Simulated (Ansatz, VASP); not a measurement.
BN in VASP and in Ansatz

```
N B
1.0
     0.00000    1.81300    1.81300
     1.81300    0.00000    1.81300
     1.81300    1.81300    0.00000
N B
1 1
Direct
  0.25000 0.25000 0.25000
  0.00000 0.00000 0.00000
```

Alike in both runs: task single point; functional PBE; k mesh 8 × 8 × 8; occupations fermi-dirac, width 0.04 eV; no spin polarisation.

|  | VASP | Ansatz |
| --- | --- | --- |
| version | VASP 6.6.1 | Ansatz 0.2.0 |
| potentials or method | VASP PAW PBE potentials, release 64 (N, B), cutoff 520 eV | all-electron LAPW, scalar-relativistic |

VASP gave:

```
gap on the k mesh at the Fermi level (eV) : 4.45
least direct gap on the mesh (eV)         : 8.78
pressure (GPa)                            : -0.2
```

Estimate Ansatz's values.

gap on the k mesh at the Fermi level (eV): 4.46; least direct gap on the mesh (eV): 8.78; pressure (GPa): -0.4.

Ansatz ran all-electron here, and VASP with PAW potentials.
